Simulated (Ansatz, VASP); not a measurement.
## One calculation of Si, two programs

INCAR

```
PREC = Accurate ; ENCUT = 500
EDIFF = 1E-6 ; ISMEAR = 0
SIGMA = 0.01 ; LREAL = F
LASPH = T ; NELM = 120
ALGO = Normal ; ISIF = 2
LWAVE = F ; LCHARG = F
GGA = PE ; NBANDS = 11
GGA_COMPAT = F
```

KPOINTS

```
regular mesh
0
Gamma
  6 6 6
```

POSCAR

```
Si
1.0
    0.0000000000      2.6581656812      2.6581656812
    2.6581656812      0.0000000000      2.6581656812
    2.6581656812      2.6581656812      0.0000000000
Si
2
Direct
    0.7500000000      0.7500000000      0.7500000000
    0.5000000000      0.5000000000      0.5000000000
```

Input for Ansatz:

```yaml
crystal:
  lattice:
    - [0.0, 2.6581656811661993, 2.6581656811661993]
    - [2.6581656811661993, 0.0, 2.6581656811661993]
    - [2.6581656811661993, 2.6581656811661993, 0.0]
  atoms:
    - { symbol: Si, position: [0.75, 0.75, 0.75] }
    - { symbol: Si, position: [0.5, 0.5, 0.5] }
kpoints:
  mp_grid:
    grid: [6, 6, 6]
hamiltonian:
  xc: pbe
  pseudopotentials:
    kind: all_electron
    lapw:
      basis_error: 0.002
scf:
  max_iter: 60
  algorithm: direct_min
  occupations:
    method: fixed
```

Alike in both runs: task single point; functional PBE; k mesh 6 × 6 × 6; no spin polarisation.

|  | VASP | Ansatz |
| --- | --- | --- |
| version | VASP 6.6.1 | Ansatz 0.2.0 |
| potentials or method | VASP PAW PBE potentials, release 64 (Si), cutoff 500 eV | all-electron (LAPW or listed datasets) |
| occupations | gaussian, width 0.01 eV | fixed |

```tsv
	VASP	Ansatz	Ansatz less VASP
gap on the k mesh at the Fermi level (eV)	0.57	0.57	+0.002
```

Ansatz ran all-electron here, and VASP with PAW potentials.
